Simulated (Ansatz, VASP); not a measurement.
# GaN in VASP and in Ansatz

INCAR

```
ALGO = Normal
EDIFF = 1E-6
ENCUT = 520
GGA = PE
ISIF = 2
ISMEAR = 0
LASPH = True
LCHARG = False
LREAL = False
LWAVE = False
NBANDS = 16
NELM = 100
PREC = Accurate
SIGMA = 0.05
```

The input KPOINTS:

```
k-points
0
Gamma
  10 10 10
```

Contents of POSCAR:

```
GaN
1.0
    0.0000000000      2.1408255771      2.3098381227
    2.1408255771      0.0000000000      2.3098381227
    2.1408255771      2.1408255771      0.0000000000
Ga N
1 1
Direct
    0.0000000000      0.0000000000      0.0000000000
    0.7500000000      0.7500000000      0.7500000000
```

Input for Ansatz:

```yaml
crystal:
  lattice:
    - [0.0, 2.1408255771, 2.3098381227]
    - [2.1408255771, 0.0, 2.3098381227]
    - [2.1408255771, 2.1408255771, 0.0]
  atoms:
    - { symbol: Ga, position: [0.0, 0.0, 0.0] }
    - { symbol: "N", position: [0.75, 0.75, 0.75] }
basis:
  ecutwfc: 420
kpoints:
  mp_grid: { grid: [10, 10, 10] }
hamiltonian:
  xc: pbe
scf:
  occupations: { method: gaussian, width: 0.05 }
output:
  forces: true
  stress: true
  eigenvalues: true
```

Change from the starting cell: strain -0.050 along x and y, +0.025 along z, atoms carried along.

Alike in both runs: task single point; functional PBE; k mesh 10 × 10 × 10; occupations gaussian, width 0.05 eV; no spin polarisation.

|  | VASP | Ansatz |
| --- | --- | --- |
| version | VASP 6.6.1 | Ansatz 0.2.0 |
| potentials or method | VASP PAW PBE potentials, release 64 (Ga_d, N), cutoff 520 eV | scalar-relativistic, plane waves, PAW |
| valence electrons in the cell | 18 | 18 |

VASP gave:

* gap on the k mesh at the Fermi level (eV): 2.07
* least direct gap on the mesh (eV): 2.07
* pressure (GPa): 22.3
* traceless stress, the component that is largest in VASP (GPa): -7.00

**Question.** Which values does Ansatz return?

**Answer.** gap on the k mesh at the Fermi level (eV): 2.06; least direct gap on the mesh (eV): 2.06; pressure (GPa): 22.3; traceless stress, the component that is largest in VASP (GPa): -6.95.

With one functional, cell and mesh, what is left measures potentials, basis and numerics.
